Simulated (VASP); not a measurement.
Crystal: Zr.

```
CELL_PARAMETERS angstrom
-1.77305 1.77305 1.77305
1.77305 -1.77305 1.77305
1.77305 1.77305 -1.77305
ATOMIC_POSITIONS crystal
Zr 0.00000 0.00000 0.00000
```

Base run:

| Property | Result |
| --- | --- |
| Program | VASP 6.6.1 |
| Functional | PBE |
| Potentials or basis | VASP PAW PBE potentials, release 64 (Zr_sv) |
| Cutoff | 520 eV |
| k mesh | 10 × 10 × 10 |
| Occupations | fermi-dirac, width 0.05 eV |
| Spin | no spin polarisation |

Its results: band gap on the k mesh zero (band 6 reaches 10.35 eV, above the bottom of band 7 at 8.59 eV); pressure 1.7 GPa.

Problem. After a change of settings the same cell gave: band gap on the k mesh zero (band 6 reaches 10.56 eV, above the bottom of band 7 at 8.52 eV); pressure 2.4 GPa. Which change was it?
A. functional from PBE to PBE0; cutoff from 520 eV to 400 eV; k mesh from 10 × 10 × 10 to 6 × 6 × 6
B. functional from PBE to r2SCAN; cutoff from 520 eV to 550 eV
C. functional from PBE to HSE06; cutoff from 520 eV to 400 eV; k mesh from 10 × 10 × 10 to 6 × 6 × 6
D. functional from PBE to PBEsol; further incar settings from ALGO = Normal; EDIFF = 1e-06; NBANDS = 12 to ALGO = Fast; EDIFF = 1e-06; NBANDS = 12

Solution. B.

Caveats: the PAW data sets were made with another functional, which shifts forces and pressure a little (some runs).
